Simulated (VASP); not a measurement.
Write the native input for VASP 6.6.1 that does the following.

```yaml
Task: single point
Functional: r2SCAN
Potentials_or_basis: VASP PAW PBE potentials, release 64 (Ga_d, As)
Cutoff: 520 eV
k_mesh: 6 × 6 × 6
Occupations: fermi-dirac, width 0.02 eV
Spin: no spin polarisation
Dipole_correction: no
Further_INCAR_settings: ALGO = Normal; EDIFF = 1e-06; NBANDS = 16
```

GaAs:

```
CELL_PARAMETERS angstrom
3.32867 0.00000 0.00000
0.00000 3.32867 0.00000
0.00000 0.00000 3.32867
ATOMIC_POSITIONS crystal
Ga 0.00000 0.00000 0.00000
As 0.50000 0.50000 0.50000
```

The input as run:

POSCAR

```
GaAs
1.0
    3.3286687154      0.0000000000      0.0000000000
    0.0000000000      3.3286687154      0.0000000000
    0.0000000000      0.0000000000      3.3286687154
Ga As
1 1
Direct
    0.0000000000      0.0000000000      0.0000000000
    0.5000000000      0.5000000000      0.5000000000
```

INCAR.step1

```
SYSTEM = GaAs
  PREC = Accurate
  ENCUT = 520
  ISMEAR = -1
  SIGMA = 0.02
  LREAL = .FALSE.
  LASPH = .TRUE.
  NELM = 60
  NBANDS = 16
  GGA = PE
  ALGO = Normal
  EDIFF = 1E-4
  LWAVE = .TRUE.
  LCHARG = .FALSE.
```

INCAR.step2

```
SYSTEM = GaAs
  PREC = Accurate
  ENCUT = 520
  EDIFF = 1E-6
  ISMEAR = -1
  SIGMA = 0.02
  LREAL = .FALSE.
  LASPH = .TRUE.
  NELM = 60
  ALGO = Normal
  ISIF = 2
  LWAVE = .FALSE.
  LCHARG = .FALSE.
  METAGGA = R2SCAN
  LMIXTAU = .TRUE.
  NBANDS = 16
  ISTART = 1
```

KPOINTS

```
regular mesh
0
G
  6 6 6
  0 0 0
```

Potentials or basis: VASP PAW PBE potentials, release 64 (Ga_d, As).

The run is started by

```console
$ cat potpaw_PBE.64/Ga_d/POTCAR potpaw_PBE.64/As/POTCAR > POTCAR
$ cp INCAR.step1 INCAR
$ mpirun -np 1 vasp_std > vasp.out
$ cp INCAR.step2 INCAR
$ mpirun -np 1 vasp_std > vasp.out
```

Results of the run:

```yaml
Pressure: 0.4 GPa
Band_gap_on_the_k_mesh: zero (band 9 reaches 7.39 eV, above the bottom of band 10 at 3.84 eV)
```

Caveat: the PAW data sets were made with another functional, which shifts forces and pressure a little.

Run time: 32 s on 1 thread of Intel(R) Xeon(R) 6975P-C (Granite Rapids), on a shared host, peak memory 0.16 GiB.
